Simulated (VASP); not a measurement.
# SnO in VASP: single point with PBE+D3(BJ)

Aim: the single point of SnO with PBE+D3(BJ).

Program: VASP 6.6.1. These are calculated values, not measurements. Logs are shortened: lines on timing, memory, paths and dates and some standing lists are left out, and cuts for length are marked.

## (1) The cell of the first run

The cell holds a slab with vacuum, 8 atoms: a = 3.820 Å, b = 3.820 Å, c = 22.226 Å, α = 90.00°, β = 90.00°, γ = 90.00°.

## (2) Single point, PBE+D3(BJ) (layers slid over each other)

The input, INCAR:

```
SYSTEM = SnO
PREC = Accurate
ENCUT = 1000
EDIFF = 1E-6
ISMEAR = 0
SIGMA = 0.05
LREAL = .False.
LASPH = .True.
NELM = 120
ALGO = Normal
ISIF = 2
LWAVE = .False.
LCHARG = .False.
LDIPOL = .True.
IDIPOL = 3
DIPOL = 0.5 0.5 0.394
GGA = PE
IVDW = 12
NBANDS = 50
GGA_COMPAT = .False.
NELMDL = -8
```

The input, KPOINTS:

```
Automatic mesh
0
Gamma
  7 7 1
  0 0 0
```

The input, POSCAR:

```
SnO
1.0
    3.8201636883      0.0000000000      0.0000000000
    0.0000000000      3.8201636883      0.0000000000
    0.0000000000      0.0000000000     22.2260802162
Sn O
4 4
Direct
    0.7500000000      0.2500000000      0.2024648501
    0.2500000000      0.7500000000      0.3087831971
    0.6250000000      1.2500000000      0.4797535150
    1.1250000000      0.7500000000      0.5860718620
    0.2500000000      0.2500000000      0.2556240236
    0.7500000000      0.7500000000      0.2556240236
    1.1250000000      1.2500000000      0.5329126885
    0.6250000000      0.7500000000      0.5329126885
```

Potentials or basis: VASP PAW PBE potentials, release 64 (Sn_d, O_h).

Run with:

```console
cat potpaw_PBE.64/Sn_d/POTCAR potpaw_PBE.64/O_h/POTCAR > POTCAR
mpirun -np 1 vasp_std > vasp.out
```

OUTCAR:

```text
SYSTEM = SnO
   PREC = Accurate
   ENCUT = 1000
   EDIFF = 1E-6
   ISMEAR = 0
   LREAL = .False.
   LASPH = .True.
   NELM = 120
   ISIF = 2
   GGA = PE
   IVDW = 12
   NELMDL = -8
 IVDW          = 12

 ion  position               nearest neighbor table
   1  0.750  0.250  0.202-   5 2.25   6 2.25   6 2.25   5 2.25   2 3.59   2 3.59   2 3.59   2 3.59

   2  0.250  0.750  0.309-   5 2.25   6 2.25   5 2.25   6 2.25   1 3.59   1 3.59   1 3.59   1 3.59

   3  0.625  0.250  0.480-   7 2.25   8 2.25   8 2.25   7 2.25   4 3.59   4 3.59   4 3.59   4 3.59

   4  0.125  0.750  0.586-   7 2.25   8 2.25   7 2.25   8 2.25   3 3.59   3 3.59   3 3.59   3 3.59

   5  0.250  0.250  0.256-   1 2.25   2 2.25   2 2.25   1 2.25
   6  0.750  0.750  0.256-   1 2.25   2 2.25   1 2.25   2 2.25
   7  0.125  0.250  0.533-   3 2.25   4 2.25   4 2.25   3 2.25
   8  0.625  0.750  0.533-   3 2.25   4 2.25   3 2.25   4 2.25

  LATTYP: Found a simple tetragonal cell.
 ALAT       =     3.8201636883
 C/A-ratio  =     5.8180962989

  Lattice vectors:

 A1 = (   3.8201636883,   0.0000000000,   0.0000000000)
 A2 = (   0.0000000000,   3.8201636883,   0.0000000000)
 A3 = (   0.0000000000,   0.0000000000,  22.2260802162)

Analysis of symmetry for initial positions (statically):
=====================================================================
 Subroutine PRICEL returns:
 Original cell was already a primitive cell.

 Routine SETGRP: Setting up the symmetry group for a
 simple tetragonal supercell.

 Subroutine GETGRP returns: Found  4 space group operations
 (whereof  1 operations were pure point group operations)
 out of a pool of 16 trial point group operations.

The static configuration has the point symmetry C_1 .
 The point group associated with its full space group is C_2h.

Analysis of symmetry for dynamics (positions and initial velocities):
=====================================================================
 Subroutine PRICEL returns:
 Original cell was already a primitive cell.

 Routine SETGRP: Setting up the symmetry group for a
 simple tetragonal supercell.

 Subroutine GETGRP returns: Found  4 space group operations
 (whereof  1 operations were pure point group operations)
 out of a pool of 16 trial point group operations.

The dynamic configuration has the point symmetry C_1 .
[... 112 lines left out ...]
   TEBEG  =    0.0;   TEEND  =   0.0 temperature during run
   PSTRESS=    0.0 pullay stress
   NELECT =      80.0000    total number of electrons
   NUPDOWN=      -1.0000    fix difference up-down
   EMIN   =  10.00;   EMAX   =-10.00  energy-range for DOS
   EFERMI =   0.00;   METHOD = LEGACY
   ISMEAR =     0;   SIGMA  =   0.05  broadening in eV -4-tet -1-fermi 0-gaus
   EFERMI_NEDOS =   21; number of points for ismear=-14 and -15
   IALGO  =     38    algorithm
   IMIX   =      4    mixing-type and parameters
     AMIX     =   0.40;   BMIX     =  1.00
     AMIX_MAG =   1.60;   BMIX_MAG =  1.00
  volume/ion in A,a.u.               =      40.54       273.61
  Fermi-wavevector in a.u.,A,eV,Ry     =   1.026666  1.940118 14.341129  1.054043
  Thomas-Fermi vector in A             =   2.160571
   LORBIT       =      0    0 simple, 1 ext, 2 COOP (PROOUT), +10 PAW based schemes
   GGA     = PE    functional components
   LHFCALC =     F    Hartree Fock is set to
   AEXX    =    0.0000 exact exchange contribution
   IVDW    =    12    specifies the selected vdW correction
   LEPSILON=     F    determine dielectric tensor
   LRPA    =     F    only Hartree local field effects (RPA)
 non-spin polarized calculation
 Gauss-broadening in eV      SIGMA  =   0.05
  energy-cutoff  :     1000.00
  volume of cell :      324.36
 maximum number of plane-waves:     23352
   NGX = 19   NGY = 19   NGZ =115

 dipolmoment           0.000000      0.000000      0.000082 electrons x Angstroem

 number of electron      79.9999988 magnetization

 dipolmoment           0.000000      0.000000     -0.000001 electrons x Angstroem

 Free energy of the ion-electron system (eV)
  ---------------------------------------------------
  ext. energy  EPLUGINS =         0.00000000
  ---------------------------------------------------
  free energy    TOTEN  =       -45.24265571 eV

  energy without entropy =      -45.24265571  energy(sigma->0) =      -45.24265571

 E-fermi :   0.2394     XC(G=0):  -5.2833

 val. band max:       -0.0424999336   @ k =   0.1429   0.0000   0.0000
 cond. band min:       2.4179363894   @ k =   0.4286   0.4286   0.0000
 fundamental gap:      2.4604363230
 Fermi energy:         0.2393795384

 k-point     1 :       0.0000    0.0000    0.0000
  band No.  band energies     occupation
      1     -20.9731      2.00000
      2     -20.9728      2.00000
      3     -20.6130      2.00000
      4     -20.6128      2.00000
      5     -20.5753      2.00000
      6     -20.5752      2.00000
[... 837 lines left out ...]
     49       5.9377      0.00000
     50       6.2904      0.00000

------------------------ aborting loop because EDIFF is reached ----------------------------------------

 vacuum level on the upper side and lower side of the slab       (xc-potential included)        -0.126        -0.125

 Edisp (eV)   -1.27697

 E8    (eV) :    -0.5657

  FORCE on cell =-STRESS in cart. coord.  units (eV):
  Direction    XX          YY          ZZ          XY          YZ          ZX
  --------------------------------------------------------------------------------------
  -------------------------------------------------------------------------------------
  Total       0.18706     0.20841    -0.40546     0.00000     0.00000     0.17958
  in kB       0.92397     1.02944    -2.00280     0.00000     0.00000     0.88703
  external pressure =       -0.02 kB  Pullay stress =        0.00 kB

 VOLUME and BASIS-vectors are now :
 -----------------------------------------------------------------------------
  energy-cutoff  :     1000.00
  volume of cell :      324.36
      direct lattice vectors                 reciprocal lattice vectors
     3.820163688  0.000000000  0.000000000     0.261768888  0.000000000  0.000000000
     0.000000000  3.820163688  0.000000000     0.000000000  0.261768888  0.000000000
     0.000000000  0.000000000 22.226080216     0.000000000  0.000000000  0.044992189

 POSITION                                       TOTAL-FORCE (eV/Angst)
 -----------------------------------------------------------------------------------
      2.86512      0.95504      4.50000        -0.003695     -0.000000     -0.062072
      0.95504      2.86512      6.86304        -0.015195      0.000000      0.180075
      2.38760      0.95504     10.66304         0.015195     -0.000000     -0.180075
      0.47752      2.86512     13.02608         0.003695      0.000000      0.062072
      0.95504      0.95504      5.68152         0.007303      0.000000      0.019173
      2.86512      2.86512      5.68152        -0.022018     -0.000000      0.019665
      0.47752      0.95504     11.84456         0.022018     -0.000000     -0.019665
      2.38760      2.86512     11.84456        -0.007303     -0.000000     -0.019173
 -----------------------------------------------------------------------------------
    total drift:                                0.000000     -0.000000     -0.000353

  FREE ENERGIE OF THE ION-ELECTRON SYSTEM (eV)
  ---------------------------------------------------
  free  energy   TOTEN  =       -46.5196223251 eV

  energy  without entropy=      -46.5196223251  energy(sigma->0) =      -46.51962233

 vacuum level on the upper side and lower side of the slab         4.904         4.904
```

OSZICAR:

```text
N       E                     dE             d eps       ncg     rms          rms(c)
DAV:   1     0.120608212499E+04    0.12061E+04   -0.51232E+04  1732   0.274E+03
DAV:   2     0.262158540318E+03   -0.94392E+03   -0.91546E+03  1704   0.703E+02
DAV:   3    -0.781864664870E+01   -0.26998E+03   -0.25787E+03  2376   0.268E+02
[... 19 lines left out ...]
DAV:  23    -0.452426315838E+02   -0.22718E-04   -0.62002E-07  1284   0.546E-03    0.252E-03
DAV:  24    -0.452426528164E+02   -0.21233E-04   -0.85081E-07  1278   0.556E-03    0.149E-03
DAV:  25    -0.452426540084E+02   -0.11920E-05   -0.11422E-07  1194   0.230E-03    0.982E-04
DAV:  26    -0.452426556210E+02   -0.16126E-05   -0.16113E-07  1092   0.375E-03    0.179E-04
DAV:  27    -0.452426557081E+02   -0.87108E-07   -0.67796E-08  1176   0.230E-03
   1 F= -.46519622E+02 E0= -.46519622E+02  d E =-.360621E-16
```

stdout:

```text
POSCAR found type information on POSCAR SnO
 POSCAR found :  2 types and       8 ions
 scaLAPACK will be used
 LDA part: xc-table for (Slater+PW92), standard interpolation
 POSCAR, INCAR and KPOINTS ok, starting setup
 FFT: planning ... GRIDC
 FFT: planning ... GRID_SOFT
 FFT: planning ... GRID
 WAVECAR not read
 entering main loop
```

Run time: 21 min. Hardware: 1 thread of Intel Xeon Platinum 8559C (Emerald Rapids), shared host; peak memory 1 GiB.

What came out:

```
Free energy                : -46.5196 eV
Largest force              : 0.181 eV/Å
Band gap on the k mesh     : 2.46 eV (least direct gap 2.51 eV)
Dispersion energy per atom : -0.160 eV
```

Forces in eV/Å, atoms in the order of the input:
```
Sn  -0.004  0.000 -0.062
Sn  -0.015  0.000  0.180
Sn   0.015  0.000 -0.180
Sn   0.004  0.000  0.062
O    0.007  0.000  0.019
O   -0.022  0.000  0.020
O    0.022  0.000 -0.020
O   -0.007  0.000 -0.019
```

Caveat: the cell differs from its parent crystal (layers slid over each other); spin-orbit coupling is left out, which moves the levels of the heavy elements.
